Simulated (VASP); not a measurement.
A run of VASP 6.6.1 is set up as follows.

INCAR

```
SYSTEM = Li2BeGeTe4
PREC = Accurate ; ENCUT = 520
EDIFF = 1E-6 ; ISMEAR = 0
SIGMA = 0.01 ; LREAL = .False.
LASPH = .True. ; NELM = 80
ALGO = Normal ; ISIF = 2
LWAVE = .False. ; LCHARG = .True.
GGA = PE ; LELF = .True.
LVHAR = .True. ; NBANDS = 33
```

File KPOINTS:

```
Automatic mesh
0
Gamma
  6 6 6
  0 0 0
```

File POSCAR:

```
Li2BeGeTe4
1.0
   -2.9110179281      2.9110179281      6.4426163248
    2.9110179281     -2.9110179281      6.4426163248
    2.9110179281      2.9110179281     -6.4426163248
Li Be Ge Te
2 1 1 4
Direct
    0.7500000000      0.2500000000      0.5000000000
    0.2500000000      0.7500000000      0.5000000000
    0.0000000000      0.0000000000      0.0000000000
    0.5000000000      0.5000000000      0.0000000000
    0.8784144638      0.8784144638      0.5246788895
    0.1215855362      0.6462644257      0.0000000000
    0.6462644257      0.1215855362      0.0000000000
    0.3537355743      0.3537355743      0.4753211105
```

Potentials or basis: VASP PAW PBE potentials, release 64 (Li_sv, Be, Ge_d, Te).

The run is started by

```sh
$ cat potpaw_PBE.64/Li_sv/POTCAR potpaw_PBE.64/Be/POTCAR potpaw_PBE.64/Ge_d/POTCAR potpaw_PBE.64/Te/POTCAR > POTCAR
$ mpirun -np 1 vasp_std > vasp.out
```

(1) What does it give for the largest force?

(2) Estimate the band gap on the k mesh.

Results:

(1) 0.134 eV/Å.

(2) 0.17 eV (least direct gap 0.25 eV).

Caveat: semilocal functionals underestimate gaps, and a narrow one can read as zero; spin-orbit coupling is left out, which moves the levels of the heavy elements.
